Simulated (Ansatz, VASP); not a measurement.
One calculation of PbS, two programs

The input INCAR:

```
PREC     = Accurate       # precision mode
ENCUT    = 520            # plane-wave cutoff, eV
EDIFF    = 1E-7           # SCF threshold, eV
ISMEAR   = -1             # smearing method
SIGMA    = 0.02           # smearing width, eV
LREAL    = F              # projectors in reciprocal space
LASPH    = T              # aspherical terms in the spheres
NELM     = 100            # most SCF steps
ALGO     = Normal         # electronic algorithm
ISIF     = 2              # what is computed and relaxed
LWAVE    = F              # write WAVECAR
LCHARG   = F              # write CHGCAR
GGA      = PE             # functional
NBANDS   = 17             # bands
```

The input KPOINTS:

```
regular mesh
0
Gamma
  8 8 8
```

The input POSCAR:

```
PbS
1.0
    0.0000000000      2.9872326717      2.9872326717
    3.1365943053      0.0000000000      2.9872326717
    3.1365943053      2.9872326717      0.0000000000
Pb S
1 1
Direct
    0.0000000000      0.0000000000      0.0000000000
    0.5000000000      0.5000000000      0.5000000000
```

Input for Ansatz:

```yaml
crystal:
  lattice:
    - [0.0, 2.9872326717, 2.9872326717]
    - [3.1365943053, 0.0, 2.9872326717]
    - [3.1365943053, 2.9872326717, 0.0]
  atoms:
    - { symbol: Pb, position: [0.0, 0.0, 0.0] }
    - { symbol: S, position: [0.5, 0.5, 0.5] }
kpoints:
  mp_grid: { grid: [8, 8, 8] }
  band_path:
    path:
      - [0.0, 0.0, 0.0]
      - [0.5, 0.0, 0.5]
      - [0.625, 0.25, 0.625]
      - [0.375, 0.375, 0.75]
      - [0.5, 0.5, 0.5]
      - [0.5, 0.25, 0.75]
    npoints: 1
hamiltonian:
  xc: pbe
scf:
  occupations: { method: fermi_dirac, width: 0.02 }
  n_extra_bands: 4
output:
  forces: true
  stress: true
  eigenvalues: true
```

Change from the starting cell: uniaxial_x strain +5.0%.

Alike in both runs: task single point; functional PBE; k mesh 8 × 8 × 8; occupations fermi-dirac, width 0.02 eV; no spin polarisation.

|  | VASP | Ansatz |
| --- | --- | --- |
| version | VASP 6.6.1 | Ansatz 0.2.0 |
| potentials or method | VASP PAW PBE potentials, release 64 (Pb_d, S) | plane waves, PAW |
| plane-wave cutoff (eV) | 520 | 420 |
| valence electrons in the cell | 20 | 20 |

|  | VASP | Ansatz | Ansatz less VASP |
| --- | --- | --- | --- |
| pressure (GPa) | -1.3 | -1.3 | +0.07 |
| traceless stress, the component that is largest in VASP (GPa) | -2.71 | -2.71 | +0.004 |

Spin-orbit coupling is off throughout.
